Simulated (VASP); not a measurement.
## Si3C: relaxation of cell and atoms with PBE

The system is Si3C.

```xyz
4
Lattice="1.6697 0.9640 5.4533 -1.6697 0.9640 5.4533 0.0000 -1.9280 5.4533" Properties=species:S:1:pos:R:3 pbc="T T T"
C     1.6697    0.9640    5.4533
Si    0.0000    0.0000    8.1800
Si    0.0000    0.0000    6.1350
Si    0.0000    0.0000   14.3150
```

```json
{
 "Program": "VASP 6.6.1",
 "Task": "relaxation of cell and atoms",
 "Functional": "PBE",
 "Potentials or basis": "VASP PAW PBE potentials, release 64 (C, Si)",
 "Cutoff": "600 eV",
 "k mesh": "8 × 8 × 8",
 "Occupations": "fermi-dirac, width 0.02 eV",
 "Spin": "no spin polarisation",
 "Dipole correction": "no",
 "Further INCAR settings": "ALGO = Normal; EDIFF = 1e-06; IBRION = 2; EDIFFG = -0.005; NSW = 80; ISIF = 3"
}
```

| Item | Value |
| --- | --- |
| Relaxed volume | 14.61 Å³/atom |
| Relaxed cell | a = 6.279 Å, b = 6.279 Å, c = 6.279 Å, α = 31.06°, β = 31.06°, γ = 31.06° |
| Space group after relaxing (to 0.1 Å) | R3m (No. 160) |
| Energy gained by relaxing | 517.7 meV/atom |
| Ionic steps | 21 |
| Pressure after relaxing | 0.0 GPa |
| Largest force after relaxing | 0.004 eV/Å |
| Band gap on the k mesh | zero (bands 8 and 9 overlap by 1.77 eV) |

Forces on the atoms (eV/Å):
```
C    0.000  0.000 -0.002
Si   0.000  0.000 -0.004
Si   0.000  0.000  0.003
Si   0.000  0.000  0.003
```

Step by step:
```tsv
step	energy change (eV)	largest force (eV/Å)	pressure (GPa)	volume (Å³)
1	0.0000	6.5520	33.49	52.67
2	-0.6923	1.8214	-16.62	76.55
3	-1.8765	1.3040	-4.97	63.78
4	-1.8827	1.4917	-3.86	63.20
5	-1.8831	1.5847	-3.30	62.92
6	-1.9991	0.4021	-0.83	60.94
7	-1.9993	0.4608	-0.71	60.86
8	-2.0489	0.4366	0.34	59.54
9	-2.0506	0.6219	0.91	58.93
10	-2.0513	0.5554	0.76	59.11
11	-2.0650	0.1088	-0.92	59.20
12	-2.0658	0.1648	-1.55	59.24
13	-2.0662	0.0491	-1.30	59.22
14	-2.0665	0.3783	-0.09	58.26
15	-2.0693	0.2041	-0.69	58.71
16	-2.0697	0.1725	0.60	58.22
17	-2.0707	0.0367	0.00	58.44
18	-2.0707	0.0365	-0.01	58.45
19	-2.0708	0.0076	0.02	58.44
20	-2.0708	0.0075	0.02	58.44
21	-2.0708	0.0045	0.00	58.46
```

Final structure:
```
C Si
1.0
     1.68105    0.97056    5.97130
    -1.68105    0.97056    5.97130
     0.00000   -1.94111    5.97130
C Si
1 3
Direct
  0.99923 0.99923 0.99923
  0.49496 0.49496 0.49496
  0.36356 0.36356 0.36356
  0.89224 0.89224 0.89224
```

Levels at points of the mesh, in eV from the Fermi level:
```
           k point  band 4  band 5  band 6  band 7  band 8  band 9  band 10  band 11  band 12
(0.00, 0.00, 0.00)   -3.13   -3.13   -1.90    0.11    1.00    1.00     2.36     3.47     3.47
(0.50, 0.00, 0.00)   -7.18   -5.49   -4.84   -4.51   -1.53    0.75     1.83     2.45     4.61
(0.50, 0.50, 0.00)   -8.28   -4.69   -4.60   -2.63   -1.13   -0.77     0.61     1.68     3.33
(0.50, 0.50, 0.50)   -5.45   -3.12   -3.12    0.75    0.75    1.28     2.62     3.90     3.90
```

It took 24 min on 1 thread of Intel Xeon 8259CL (shared host), peak memory 0.36 GiB.
